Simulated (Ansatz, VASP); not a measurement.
## Two plane-wave programs on ZnS

```xyz
4
Lattice="3.7506 0.0000 0.0000 -1.8753 3.2482 0.0000 0.0000 0.0000 6.1615" Properties=species:S:1:pos:R:3 pbc="T T T"
Zn    0.0000    2.1654    0.0034
Zn    1.8753    1.0827    3.0841
S     0.0000    2.1654    2.3072
S     1.8753    1.0827    5.3879
```

Alike in both runs: task single point; functional PBEsol; k mesh 12 × 12 × 6; occupations gaussian, width 0.02 eV; no spin polarisation.

|  | VASP | Ansatz |
| --- | --- | --- |
| version | VASP 6.6.1 | Ansatz 0.2.0 |
| potentials or method | VASP PAW PBE potentials, release 64 (Zn, S), cutoff 520 eV | scalar-relativistic, plane waves, PAW |
| valence electrons in the cell | 36 | 36 |

VASP gave:

- gap on the k mesh at the Fermi level (eV): 2.27
- least direct gap on the mesh (eV): 2.27
- pressure (GPa): 2.2

**Question.** What did Ansatz give for the same quantities?

**Answer.** gap on the k mesh at the Fermi level (eV): 2.26; least direct gap on the mesh (eV): 2.26; pressure (GPa): 2.0.

VASP's potentials were made for PBE, not for PBEsol.
